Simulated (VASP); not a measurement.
Input of a VASP 6.6.1 run:

Contents of INCAR:

```
PREC     = Accurate       # precision mode
ENCUT    = 520            # plane-wave cutoff, eV
EDIFF    = 1E-6           # SCF threshold, eV
ISMEAR   = 0              # smearing method
SIGMA    = 0.15           # smearing width, eV
LREAL    = F              # projectors in reciprocal space
LASPH    = T              # aspherical terms in the spheres
NELM     = 100            # most SCF steps
ALGO     = Normal         # electronic algorithm
ISIF     = 2              # what is computed and relaxed
LWAVE    = F              # write WAVECAR
LCHARG   = F              # write CHGCAR
GGA      = PE             # functional
NBANDS   = 16             # bands
```

Contents of KPOINTS:

```
regular mesh
0
Gamma
  20 20 20
```

POSCAR

```
InP
1.0
    0.0000000000      2.7701604146      2.7701604146
    2.7701604146      0.0000000000      2.7701604146
    2.7701604146      2.7701604146      0.0000000000
In P
1 1
Direct
    0.0000000000      0.0000000000      0.0000000000
    0.5000000000      0.5000000000      0.5000000000
```

Potentials or basis: VASP PAW PBE potentials, release 64 (In_d, P).

The run is started by

```bash
$ cat potpaw_PBE.64/In_d/POTCAR potpaw_PBE.64/P/POTCAR > POTCAR
$ mpirun -np 1 vasp_std > vasp.out
```

(1) What does it give for the band gap on the k mesh?

(2) Estimate the pressure.

Results:

(1) zero (bands 9 and 10 overlap by 2.63 eV).

(2) -0.1 GPa.

Caveat: spin-orbit coupling is left out, which moves the levels of the heavy elements.
